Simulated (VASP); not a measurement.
The system is NaCl.

```xyz
2
Lattice="0.0000 2.7753 2.7753 2.7753 0.0000 2.7753 2.7753 2.7753 0.0000" Properties=species:S:1:pos:R:3 pbc="T T T"
Cl    2.7753    2.7753    2.7753
Na    0.0000    0.0000    0.0000
```

Base run:

```yaml
Program: VASP 6.6.1
Functional: PBE
Potentials_or_basis: VASP PAW PBE potentials, release 64 (Cl, Na_pv)
Cutoff: 500 eV
k_mesh: 8 × 8 × 8
Occupations: fermi-dirac, width 0.05 eV
Spin: no spin polarisation
```

Its results: band gap on the k mesh 5.30 eV, direct; pressure 2.1 GPa.

Problem. The run is repeated on the same cell with these changes: functional from PBE to PBEsol; cutoff from 500 eV to 520 eV; further incar settings from ALGO = Normal; EDIFF = 1e-06; NBANDS = 14 to ALGO = Normal; EDIFF = 1e-07; NBANDS = 14. What comes out?

Solution. Band gap on the k mesh 5.11 eV, direct; pressure 0.8 GPa.

Caveats: the PAW data sets were made with another functional, which shifts forces and pressure a little (some runs).

